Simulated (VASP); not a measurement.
Wanted: the native input for a VASP 6.6.1 run.

| Quantity | Value |
| --- | --- |
| Task | single point |
| Functional | PBE |
| Potentials or basis | VASP PAW PBE potentials, release 64 (Ga_d, O) |
| Cutoff | 520 eV |
| k mesh | 12 × 12 × 12 |
| Occupations | gaussian, width 0.1 eV |
| Spin | no spin polarisation |
| Dipole correction | no |
| Further INCAR settings | ALGO = Normal; EDIFF = 1e-06; NBANDS = 34 |

The structure of Ga3O2 lies in POSCAR:

```
Ga3O2
1.0
    2.1731625841      1.2546760029      4.8004552214
   -2.1731625841      1.2546760029      4.8004552214
    0.0000000000     -2.5093520058      4.8004552214
Ga O
3 2
Direct
    0.5877409580      0.5877409580      0.5877409580
    0.4122590420      0.4122590420      0.4122590420
    0.0000000000      0.0000000000      0.0000000000
    0.2754033725      0.2754033725      0.2754033725
    0.7245966275      0.7245966275      0.7245966275
```

The cell was built from a structure type or drawn by symmetry, and may not be a known phase.

The input as run:

INCAR

```
ALGO = Normal ; EDIFF = 1E-6
ENCUT = 520 ; GGA = PE
ISIF = 2 ; ISMEAR = 0
LASPH = T ; LCHARG = F
LREAL = F ; LWAVE = F
NBANDS = 34 ; NELM = 100
PREC = Accurate ; SIGMA = 0.1
```

KPOINTS

```
k-points
0
Gamma
  12 12 12
```

Potentials or basis: VASP PAW PBE potentials, release 64 (Ga_d, O).

Launch:

```console
$ cat potpaw_PBE.64/Ga_d/POTCAR potpaw_PBE.64/O/POTCAR > POTCAR
$ mpirun -np 1 vasp_std > vasp.out
```

Results of the run:

```yaml
Pressure: 0.2 GPa
Largest_force: 0.068 eV/Å
Band_gap_on_the_k_mesh: zero (an odd number of electrons rules out a gap without spin polarisation)
```

Caveat: an odd number of electrons without spin polarisation forces a metal; a magnetic or distorted state may lie lower.

It took 5 min on 1 thread of Intel(R) Xeon(R) 6975P-C (Granite Rapids) (shared host), peak memory 0.52 GiB.
